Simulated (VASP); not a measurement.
Set up this calculation in VASP 6.6.1, as the native input.

```
Task                   : single point
Functional             : PBE
Potentials or basis    : VASP PAW PBE potentials, release 64 (Mo_sv, W_sv)
Cutoff                 : 520 eV
k mesh                 : 4 × 4 × 4
Occupations            : gaussian, width 0.1 eV
Spin                   : no spin polarisation
Dipole correction      : no
Further INCAR settings : ALGO = Normal; EDIFF = 1e-07; NBANDS = 36
```

The structure of Mo3W lies in POSCAR:

```
Mo3W
1.0
    0.0000000000      3.1686524050      3.1686524050
    3.1686524050      0.0000000000      3.1686524050
    3.1686524050      3.1686524050      0.0000000000
Mo W
3 1
Direct
    0.7500000000      0.7500000000      0.7500000000
    0.2500000000      0.2500000000      0.2500000000
    0.0000000000      0.0000000000      0.0000000000
    0.5000000000      0.5000000000      0.5000000000
```

The input as run:

INCAR

```
SYSTEM = Mo3W
PREC = Accurate
ENCUT = 520
EDIFF = 1E-7
ISMEAR = 0
SIGMA = 0.1
LREAL = .False.
LASPH = .True.
NELM = 60
ALGO = Normal
ISIF = 2
LWAVE = .False.
LCHARG = .False.
GGA = PE
NBANDS = 36
```

KPOINTS

```
regular mesh
0
Gamma
  4 4 4
  0 0 0
```

Potentials or basis: VASP PAW PBE potentials, release 64 (Mo_sv, W_sv).

Command:

```console
$ cat potpaw_PBE.64/Mo_sv/POTCAR potpaw_PBE.64/W_sv/POTCAR > POTCAR
$ mpirun -np 1 vasp_std > vasp.out
```

It gave:

The pressure is 0.5 GPa.

Caveat: the k points lie up to 0.43 Å⁻¹ apart.

Wall time 24 s on 1 thread of Intel(R) Xeon(R) Platinum 8259CL CPU @ 2.50GHz (Skylake/Cascade Lake), on a shared host, peak memory 0.2 GiB.
